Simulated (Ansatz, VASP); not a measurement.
**BN: VASP beside Ansatz**

Contents of INCAR:

```
ALGO = Normal
EDIFF = 1E-6
ENCUT = 520
GGA = PE
ISIF = 2
ISMEAR = 0
LASPH = True
LCHARG = False
LREAL = False
LWAVE = False
NBANDS = 26
NELM = 80
PREC = Accurate
SIGMA = 0.01
```

The input KPOINTS:

```
k-points
0
Gamma
  9 9 4
```

POSCAR

```
BN
1.0
    2.5326028691      0.0000000000      0.0000000000
   -1.2663014346      2.1932984223      0.0000000000
    0.0000000000      0.0000000000      8.3239996217
B N
4 4
Direct
    0.0000000000      0.0000000000      0.0003724745
    0.3333333333      0.6666666667      0.2497003558
    0.0000000000      0.0000000000      0.5003724745
    0.6666666667      0.3333333333      0.7497003558
    0.0000000000      0.0000000000      0.1870105293
    0.3333333333      0.6666666667      0.4379166404
    0.0000000000      0.0000000000      0.6870105293
    0.6666666667      0.3333333333      0.9379166404
```

Input for Ansatz:

```yaml
crystal:
  lattice:
    - [2.5326028691, 0.0, 0.0]
    - [-1.2663014346, 2.1932984223, 0.0]
    - [0.0, 0.0, 8.3239996217]
  atoms:
    - { symbol: B, position: [0.0, 0.0, 0.0003724745] }
    - { symbol: B, position: [0.3333333333, 0.6666666667, 0.2497003558] }
    - { symbol: B, position: [0.0, 0.0, 0.5003724745] }
    - { symbol: B, position: [0.6666666667, 0.3333333333, 0.7497003558] }
    - { symbol: "N", position: [0.0, 0.0, 0.1870105293] }
    - { symbol: "N", position: [0.3333333333, 0.6666666667, 0.4379166404] }
    - { symbol: "N", position: [0.0, 0.0, 0.6870105293] }
    - { symbol: "N", position: [0.6666666667, 0.3333333333, 0.9379166404] }
kpoints:
  mp_grid: { grid: [9, 9, 4] }
hamiltonian:
  xc: pbe
scf:
  occupations: { method: fixed }
  n_extra_bands: 6
output:
  forces: true
  stress: true
  eigenvalues: true
```

Alike in both runs: task single point; functional PBE; k mesh 9 × 9 × 4; no spin polarisation.

```csv
,VASP,Ansatz
version,VASP 6.6.1,Ansatz 0.2.0
potentials or method,"VASP PAW PBE potentials, release 64 (B, N)","plane waves, PAW"
plane-wave cutoff (eV),520,420
occupations,"gaussian, width 0.01 eV",fixed
valence electrons in the cell,32,32
```

|  | VASP | Ansatz | Ansatz less VASP |
| --- | --- | --- | --- |
| gap on the k mesh at the Fermi level (eV) | 5.68 | 5.69 | +0.009 |
| pressure (GPa) | 12.4 | 12.0 | -0.34 |
| rms of the force components (eV/Å) | 0.007 | 0.006 | -0.0005 |

Atom by atom the forces differ by 0.001 eV/Å (rms over components).
